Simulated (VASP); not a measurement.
# CdSi27C26 (a cell with a defect) in VASP: single point with PBE

Aim: the single point of CdSi27C26 (a cell with a defect) with PBE.

All numbers are computed with VASP 6.6.1; they aren't measurements. Logs are shortened: lines on timing, memory, paths and dates and some standing lists are left out, and cuts for length are marked.

### 1 The cell of the first run

The cell holds a defect, 54 atoms: a = 9.245 Å, b = 9.245 Å, c = 9.245 Å, α = 60.00°, β = 60.00°, γ = 60.00°.

### 2 Single point, PBE

INCAR

```
  PREC = Accurate
  ENCUT = 520
  EDIFF = 1E-6
  ISMEAR = -1
  SIGMA = 0.01
  LREAL = Auto
  LASPH = True
  NELM = 60
  ALGO = Normal
  ISIF = 2
  LWAVE = False
  LCHARG = False
  GGA = PE
  NBANDS = 145
  NELECT = 226.0
```

KPOINTS

```
regular mesh
0
Gamma
  3 3 3
```

POSCAR

```
CdSi27C26
1.0
    0.0000000000      6.5370000000      6.5370000000
    6.5370000000      0.0000000000      6.5370000000
    6.5370000000      6.5370000000      0.0000000000
Si Cd C
27 1 26
Direct
   -0.0187971414     -0.0187971414     -0.0187971414
   -0.0187971414     -0.0187971414      0.3897247575
   -0.0007904102     -0.0007904102      0.6674570769
   -0.0187971414      0.3897247575     -0.0187971414
    0.0002573405      0.3336340847      0.3336340847
    0.0002573405      0.3336340847      0.6658078234
   -0.0007904102      0.6674570769     -0.0007904102
    0.0002573405      0.6658078234      0.3336340847
   -0.0007904102      0.6674570769      0.6674570769
    0.3897247575     -0.0187971414     -0.0187971414
    0.3336340847      0.0002573405      0.3336340847
    0.3336340847      0.0002573405      0.6658078234
    0.3336340847      0.3336340847      0.0002573405
    0.3333333333      0.3333333333      0.3333333333
    0.3336340847      0.3336340847      0.6658078234
    0.3336340847      0.6658078234      0.0002573405
    0.3336340847      0.6658078234      0.3336340847
    0.3329584599      0.6667916245      0.6667916245
    0.6674570769     -0.0007904102     -0.0007904102
    0.6658078234      0.0002573405      0.3336340847
    0.6674570769     -0.0007904102      0.6674570769
    0.6658078234      0.3336340847      0.0002573405
    0.6658078234      0.3336340847      0.3336340847
    0.6667916245      0.3329584599      0.6667916245
    0.6674570769      0.6674570769     -0.0007904102
    0.6667916245      0.6667916245      0.3329584599
    0.6667916245      0.6667916245      0.6667916245
    0.0833333333      0.0833333333      0.0833333333
    0.0853843581      0.0853843581      0.4216368824
    0.0853843581      0.0853843581      0.7409277346
    0.0853843581      0.4216368824      0.0853843581
    0.0831486624      0.4167282236      0.4167282236
    0.0853843581      0.4216368824      0.7409277346
    0.0853843581      0.7409277346      0.0853843581
    0.0853843581      0.7409277346      0.4216368824
    0.0851734732      0.7493866200      0.7493866200
    0.4216368824      0.0853843581      0.0853843581
    0.4167282236      0.0831486624      0.4167282236
    0.4216368824      0.0853843581      0.7409277346
    0.4167282236      0.4167282236      0.0831486624
    0.4167282236      0.4167282236      0.4167282236
    0.4165793402      0.4165793402      0.7500873264
    0.4216368824      0.7409277346      0.0853843581
    0.4165793402      0.7500873264      0.4165793402
    0.4165793402      0.7500873264      0.7500873264
    0.7409277346      0.0853843581      0.0853843581
    0.7409277346      0.0853843581      0.4216368824
    0.7493866200      0.0851734732      0.7493866200
    0.7409277346      0.4216368824      0.0853843581
    0.7500873264      0.4165793402      0.4165793402
    0.7500873264      0.4165793402      0.7500873264
    0.7493866200      0.7493866200      0.0851734732
    0.7500873264      0.7500873264      0.4165793402
    0.7493866200      0.7493866200      0.7493866200
```

Potentials or basis: VASP PAW PBE potentials, release 64 (Si, Cd, C).

On the command line:

```
> cat potpaw_PBE.64/Si/POTCAR potpaw_PBE.64/Cd/POTCAR potpaw_PBE.64/C/POTCAR > POTCAR
> mpirun -np 1 vasp_std > vasp.out
```

OUTCAR:

```text
PREC = Accurate
   ENCUT = 520
   EDIFF = 1E-6
   ISMEAR = -1
   LREAL = Auto
   LASPH = True
   NELM = 60
   ISIF = 2
   GGA = PE
   NELECT = 226.0

 ion  position               nearest neighbor table
   1  0.981  0.981  0.981-  30 1.85  34 1.85  46 1.85  28 2.31   7 2.74  19 2.74   3 2.74  20 3.12
                            22 3.12   8 3.12  12 3.12  16 3.12   6 3.12
   2  0.981  0.981  0.390-  29 1.85  35 1.85  47 1.85  28 2.31   9 2.74  21 2.74   3 2.74  20 3.12
                             8 3.12  17 3.12  23 3.12   5 3.12  11 3.12
   3  0.999  0.999  0.667-  30 1.86  29 1.86  36 1.89  48 1.89   1 2.74   2 2.74   7 3.07   9 3.07
                            19 3.07  21 3.07  18 3.08  24 3.08   6 3.09  12 3.09  11 3.09   5 3.09
   4  0.981  0.390  0.981-  31 1.85  33 1.85  49 1.85  28 2.31   9 2.74  25 2.74   7 2.74  22 3.12
                             6 3.12  23 3.12  15 3.12   5 3.12  13 3.12
   5  0.000  0.334  0.334-  29 1.87  31 1.87  32 1.88  50 1.89   6 3.07   8 3.07  14 3.08  24 3.08
                            26 3.08  13 3.08  11 3.08   3 3.09   7 3.09  23 3.09   4 3.12   2 3.12
   6  0.000  0.334  0.666-  33 1.87  30 1.87  32 1.88  51 1.89   5 3.07   8 3.07  14 3.08  24 3.08
                            27 3.08  12 3.08  15 3.08   3 3.09   9 3.09  22 3.09   4 3.12   1 3.12
   7  0.999  0.667  0.999-  34 1.86  31 1.86  36 1.89  52 1.89   1 2.74   4 2.74   3 3.07   9 3.07
                            19 3.07  25 3.07  18 3.08  26 3.08   8 3.09  16 3.09  13 3.09   5 3.09
   8  0.000  0.666  0.334-  35 1.87  34 1.87  32 1.88  53 1.89   5 3.07   6 3.07  14 3.08  26 3.08
                            27 3.08  16 3.08  17 3.08   7 3.09   9 3.09  20 3.09   2 3.12   1 3.12
   9  0.999  0.667  0.667-  33 1.86  35 1.86  36 1.89  54 1.89   2 2.74   4 2.74   3 3.07   7 3.07
                            21 3.07  25 3.07  18 3.08  27 3.08  15 3.09  17 3.09   6 3.09   8 3.09
  10  0.390  0.981  0.981-  37 1.85  39 1.85  43 1.85  28 2.31  21 2.74  25 2.74  19 2.74  16 3.12
                            12 3.12  17 3.12  15 3.12  11 3.12  13 3.12
  11  0.334  0.000  0.334-  29 1.87  37 1.87  38 1.88  44 1.89  12 3.07  20 3.07  14 3.08  18 3.08
                            26 3.08   5 3.08  13 3.08   3 3.09  19 3.09  17 3.09   2 3.12  10 3.12
[... 57 lines left out ...]
  53  0.750  0.750  0.417-   8 1.89  20 1.89  26 1.89  27 1.89
  54  0.749  0.749  0.749-  27 1.87  21 1.89  25 1.89   9 1.89

  LATTYP: Found a face centered cubic cell.
 ALAT       =    13.0740000000

  Lattice vectors:

 A1 = (   0.0000000000,   6.5370000000,   6.5370000000)
 A2 = (   6.5370000000,   0.0000000000,   6.5370000000)
 A3 = (   6.5370000000,   6.5370000000,   0.0000000000)

Analysis of symmetry for initial positions (statically):
=====================================================================
 Subroutine PRICEL returns:
 Original cell was already a primitive cell.

 Routine SETGRP: Setting up the symmetry group for a
 face centered cubic supercell.

 Subroutine GETGRP returns: Found 24 space group operations
 (whereof  6 operations were pure point group operations)
 out of a pool of 48 trial point group operations.

The static configuration has the point symmetry C_3v.
 The point group associated with its full space group is T_d .

Analysis of symmetry for dynamics (positions and initial velocities):
=====================================================================
 Subroutine PRICEL returns:
 Original cell was already a primitive cell.

 Routine SETGRP: Setting up the symmetry group for a
 face centered cubic supercell.

 Subroutine GETGRP returns: Found 24 space group operations
 (whereof  6 operations were pure point group operations)
 out of a pool of 48 trial point group operations.

The dynamic configuration has the point symmetry C_3v.
 The point group associated with its full space group is T_d .

 Subroutine INISYM returns: Found 24 space group operations
 (whereof  6 operations are pure point group operations),
 and found     1 'primitive' translations

----------------------------------------------------------------------------------------

                                     Primitive cell

  volume of cell :     558.6830

  direct lattice vectors                    reciprocal lattice vectors
     0.000000000  6.537000000  6.537000000    -0.076487685  0.076487685  0.076487685
     6.537000000  0.000000000  6.537000000     0.076487685 -0.076487685  0.076487685
     6.537000000  6.537000000  0.000000000     0.076487685  0.076487685 -0.076487685

  length of vectors
     9.244714057  9.244714057  9.244714057     0.132480557  0.132480557  0.132480557

  position of ions in fractional coordinates (direct lattice)
     0.981202859  0.981202859  0.981202859
     0.981202859  0.981202859  0.389724757
     0.999209590  0.999209590  0.667457077
     0.981202859  0.389724757  0.981202859
     0.000257340  0.333634085  0.333634085
     0.000257340  0.333634085  0.665807823
[... 46 lines left out ...]
     0.750087326  0.750087326  0.416579340
     0.749386620  0.749386620  0.749386620

  ion indices of the primitive-cell ions
   primitive index   ion index
                 1           1
                 2           2
                 3           3
                 4           4
                 5           5
                 6           6
[... 46 lines left out ...]
                53          53
                54          54

----------------------------------------------------------------------------------------

 KPOINTS: regular mesh

Automatic generation of k-mesh.
 Grid dimensions read from file:
 generate k-points for:    3    3    3

 Generating k-lattice:

  Cartesian coordinates                     Fractional coordinates (reciprocal lattice)
    -0.025495895  0.025495895  0.025495895     0.333333333  0.000000000  0.000000000
     0.025495895 -0.025495895  0.025495895     0.000000000  0.333333333  0.000000000
     0.025495895  0.025495895 -0.025495895     0.000000000  0.000000000  0.333333333

  Length of vectors
     0.044160186  0.044160186  0.044160186

  Shift w.r.t. Gamma in fractional coordinates (k-lattice)
     0.000000000  0.000000000  0.000000000

 Subroutine IBZKPT returns following result:
 ===========================================

 Found      4 irreducible k-points:

 Following reciprocal coordinates:
            Coordinates               Weight
  0.000000  0.000000  0.000000      1.000000
  0.333333  0.000000  0.000000      8.000000
  0.333333  0.333333  0.000000      6.000000
 -0.333333  0.333333  0.000000     12.000000
   k-points           NKPTS =      4   k-points in BZ     NKDIM =      4   number of bands    NBANDS=    145
   number of dos      NEDOS =    301   number of ions     NIONS =     54
   total plane-waves  NPLWV = 343000
   dimension x,y,z NGX =    70 NGY =   70 NGZ =   70
   dimension x,y,z NGXF=   140 NGYF=  140 NGZF=  140
   ions per type =              27   1  26
   NGX,Y,Z   is equivalent  to a cutoff of  12.59, 12.59, 12.59 a.u.
   NGXF,Y,Z  is equivalent  to a cutoff of  25.18, 25.18, 25.18 a.u.
 SYSTEM =  unknown system
   PREC   = accura    normal or accurate (medium, high low for compatibility)
   ISTART =      0    job   : 0-new  1-cont  2-samecut
   ICHARG =      2    charge: 1-file 2-atom 10-const
   ISPIN  =      1    spin polarized calculation?
   LNONCOLLINEAR =      F non collinear calculations
   LSORBIT =      F    spin-orbit coupling
   LASPH  =      T    aspherical Exc in radial PAW
   ENCUT  =  520.0 eV  38.22 Ry    6.18 a.u.  17.19 17.19 17.19*2*pi/ulx,y,z
   NELM   =     60;   NELMIN=  2; NELMDL= -5     # of ELM steps
   EDIFF  = 0.1E-05   stopping-criterion for ELM
   LREAL  =      T    real-space projection
   EDIFFG = 0.1E-04   stopping-criterion for IOM
   NSW    =      0    number of steps for IOM
   IBRION =     -1    ionic relax: 0-MD 1-quasi-New 2-CG
   NFREE  =      0    steps in history (QN), initial steepest desc. (CG)
   ISIF   =      2    stress and relaxation
   ISYM   =      2    0-nonsym 1-usesym 2-fastsym
   POTIM  = 0.5000    time-step for ionic-motion
   TEBEG  =    0.0;   TEEND  =   0.0 temperature during run
   PSTRESS=    0.0 pullay stress
   NELECT =     226.0000    total number of electrons
   NUPDOWN=      -1.0000    fix difference up-down
   EMIN   =  10.00;   EMAX   =-10.00  energy-range for DOS
   EFERMI =   0.00;   METHOD = LEGACY
   ISMEAR =    -1;   SIGMA  =   0.01  broadening in eV -4-tet -1-fermi 0-gaus
   EFERMI_NEDOS =   21; number of points for ismear=-14 and -15
   IALGO  =     38    algorithm
   IMIX   =      4    mixing-type and parameters
     AMIX     =   0.40;   BMIX     =  1.00
     AMIX_MAG =   1.60;   BMIX_MAG =  1.00
  volume/ion in A,a.u.               =      10.35        69.82
  Fermi-wavevector in a.u.,A,eV,Ry     =   1.210754  2.287993 19.945116  1.465925
  Thomas-Fermi vector in A             =   2.346291
   LORBIT       =      0    0 simple, 1 ext, 2 COOP (PROOUT), +10 PAW based schemes
   GGA     = PE    functional components
[... 5 lines left out ...]
 non-spin polarized calculation
  energy-cutoff  :      520.00
  volume of cell :      558.68
 maximum number of plane-waves:     15070
 NGX is ok and might be reduce to    70
   NGX = 35   NGY = 35   NGZ = 35

 number of electron     226.0000000 magnetization

 Free energy of the ion-electron system (eV)
  ---------------------------------------------------
  ext. energy  EPLUGINS =         0.00000000
  ---------------------------------------------------
  free energy    TOTEN  =      -367.98995496 eV

  energy without entropy =     -367.97836909  energy(sigma->0) =     -367.98416203

 E-fermi :  10.2142     XC(G=0): -11.5197

 val. band max:       10.1799355031   @ k =  -0.3333   0.3333   0.0000
 cond. band min:      10.2233201409   @ k =  -0.3333   0.3333   0.0000
 fundamental gap:      0.0433846378
 Fermi energy:        10.2141622510

 k-point     1 :       0.0000    0.0000    0.0000
  band No.  band energies     occupation
      1      -7.3934      2.00000
      2      -5.5042      2.00000
      3      -5.5042      2.00000
      4      -5.5042      2.00000
      5      -5.3849      2.00000
      6      -5.2815      2.00000
[... 501 lines left out ...]
    124      12.9817      0.00000
    125      13.1064      0.00000
 [bands above 125 left out]

------------------------ aborting loop because EDIFF is reached ----------------------------------------

  FORCE on cell =-STRESS in cart. coord.  units (eV):
  Direction    XX          YY          ZZ          XY          YZ          ZX
  --------------------------------------------------------------------------------------
  -------------------------------------------------------------------------------------
  Total       60.2661674     60.2661674     60.2661674      0.0000000      0.0000000      0.0000000
  in kB      172.8298311    172.8298311    172.8298311      0.0000000      0.0000000      0.0000000
  external PRESSURE =     172.8298311 kB  Pullay stress =       0.0000000 kB

 VOLUME and BASIS-vectors are now :
 -----------------------------------------------------------------------------
  energy-cutoff  :      520.00
  volume of cell :      558.68
      direct lattice vectors                 reciprocal lattice vectors
     0.000000000  6.537000000  6.537000000    -0.076487685  0.076487685  0.076487685
     6.537000000  0.000000000  6.537000000     0.076487685 -0.076487685  0.076487685
     6.537000000  6.537000000  0.000000000     0.076487685  0.076487685 -0.076487685

 POSITION                                       TOTAL-FORCE (eV/Angst)
 -----------------------------------------------------------------------------------
     12.82825     12.82825     12.82825        -0.028320     -0.028320     -0.028320
      8.96175      8.96175     12.82825         0.028320      0.028320     -0.028320
     10.89500     10.89500     13.06367        -0.000000     -0.000000     -0.009783
      8.96175     12.82825      8.96175         0.028320     -0.028320      0.028320
      4.36193      2.18265      2.18265         0.004107     -0.004908     -0.004908
      6.53335      4.35407      2.18265         0.004908     -0.004107     -0.004908
[... 46 lines left out ...]
      7.62650      7.62650      9.80664        -0.000000     -0.000000      0.004466
      9.79748      9.79748      9.79748         0.024991      0.024991      0.024991
 -----------------------------------------------------------------------------------
    total drift:                               -0.000034     -0.000034     -0.000034

  FREE ENERGIE OF THE ION-ELECTRON SYSTEM (eV)
  ---------------------------------------------------
  free  energy   TOTEN  =      -367.9899549609 eV

  energy  without entropy=     -367.9783690942  energy(sigma->0) =     -367.98416203
```

Wall time 23 min (1 thread of Intel Xeon 8259CL, shared host); peak memory 0.8 GiB.

What came out:

```yaml
Free_energy: -367.9900 eV
Largest_force: 0.049 eV/Å
```

Forces in eV/Å, atoms in the order of the input:
```
Si  -0.028 -0.028 -0.028
Si   0.028  0.028 -0.028
Si   0.000  0.000 -0.010
Si   0.028 -0.028  0.028
Si   0.004 -0.005 -0.005
Si   0.005 -0.004 -0.005
Si   0.000 -0.010  0.000
Si   0.005 -0.005 -0.004
Si   0.010  0.000  0.000
Si  -0.028  0.028  0.028
Si  -0.005  0.004 -0.005
Si  -0.004  0.005 -0.005
Si  -0.005 -0.005  0.004
Si   0.000  0.000  0.000
Si   0.005  0.005  0.004
Si  -0.004 -0.005  0.005
Si   0.005  0.004  0.005
Si   0.002 -0.002 -0.002
Si  -0.010  0.000  0.000
Si  -0.005  0.005 -0.004
Si   0.000  0.010  0.000
Si  -0.005 -0.004  0.005
Si   0.004  0.005  0.005
Si  -0.002  0.002 -0.002
Si   0.000  0.000  0.010
Si  -0.002 -0.002  0.002
Si   0.002  0.002  0.002
Cd   0.000  0.000  0.000
C   -0.010 -0.010 -0.008
C    0.010  0.010 -0.008
C   -0.010 -0.008 -0.010
C   -0.001  0.001  0.001
C    0.008  0.010 -0.010
C    0.010 -0.008  0.010
C    0.008 -0.010  0.010
C    0.025 -0.025 -0.025
C   -0.008 -0.010 -0.010
C    0.001 -0.001  0.001
C    0.010  0.008 -0.010
C    0.001  0.001 -0.001
C   -0.001 -0.001 -0.001
C    0.000  0.000 -0.004
C    0.010 -0.010  0.008
C    0.000 -0.004  0.000
C    0.004  0.000  0.000
C   -0.008  0.010  0.010
C   -0.010  0.008  0.010
C   -0.025  0.025 -0.025
C   -0.010  0.010  0.008
C   -0.004  0.000  0.000
C    0.000  0.004  0.000
C   -0.025 -0.025  0.025
C    0.000  0.000  0.004
C    0.025  0.025  0.025
```

Levels at points of the mesh, in eV from the Fermi level:
```
           k point  band 111  band 112  band 113  band 114  band 115  band 116
(0.00, 0.00, 0.00)     -0.09     -0.09     -0.09      0.36      0.77      0.77
```

Caveat: the cell carries a net charge on a neutralising background, which shifts energy and pressure; the cell is charged against a uniform background, so pressure and absolute levels hang on convention.
